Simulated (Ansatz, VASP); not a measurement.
## Cd in VASP and in Ansatz

The input INCAR:

```
SYSTEM = Cd
PREC = Accurate
ENCUT = 520
EDIFF = 1E-6
ISMEAR = -1
SIGMA = 0.01
LREAL = .False.
LASPH = .True.
NELM = 80
ALGO = Normal
ISIF = 2
LWAVE = .False.
LCHARG = .False.
GGA = CA
NBANDS = 12
```

KPOINTS

```
regular mesh
0
Gamma
  11 11 11
  0 0 0
```

POSCAR

```
Cd
1.0
    3.0735460000      0.0000000000      0.0000000000
    1.3909568070      2.7407889695      0.0000000000
    1.3909568070      0.8539179475      2.6043710016
Cd
1
Direct
    0.0000000000      0.0000000000      0.0000000000
```

Input for Ansatz:

```yaml
crystal:
  lattice:
    a: 3.073546
    b: 3.073546
    c: 3.073546
    alpha: 63.0921
    beta: 63.0921
    gamma: 63.0921
  atoms:
    - { symbol: Cd, position: [0.0, 0.0, 0.0] }
kpoints:
  mp_grid:
    grid: [11, 11, 11]
hamiltonian:
  xc: lda
  pseudopotentials:
    kind: all_electron
    lapw: {}
scf:
  occupations:
    method: fermi_dirac
    width: 0.01
output:
  forces: true
  stress: true
  eigenvalues: true
```

Alike in both runs: task single point; functional LDA; k mesh 11 × 11 × 11; occupations fermi-dirac, width 0.01 eV; no spin polarisation.

|  | VASP | Ansatz |
| --- | --- | --- |
| version | VASP 6.6.1 | Ansatz 0.2.0 |
| potentials or method | VASP PAW LDA potentials, release 64 (Cd), cutoff 520 eV | all-electron (LAPW or listed datasets) |

|  | VASP | Ansatz | Ansatz less VASP |
| --- | --- | --- | --- |
| gap on the k mesh at the Fermi level (eV) | none | none | - |
| pressure (GPa) | -4.5 | -4.9 | -0.39 |
| traceless stress, the component that is largest in VASP (GPa) | -0.26 | -0.31 | -0.052 |

LDA's correlation is that of Perdew and Zunger in VASP and of Perdew and Wang (1992) in Ansatz. A gap of «none» marks a metal or a gap that the smearing closes. Ansatz ran all-electron here, and VASP with PAW potentials.
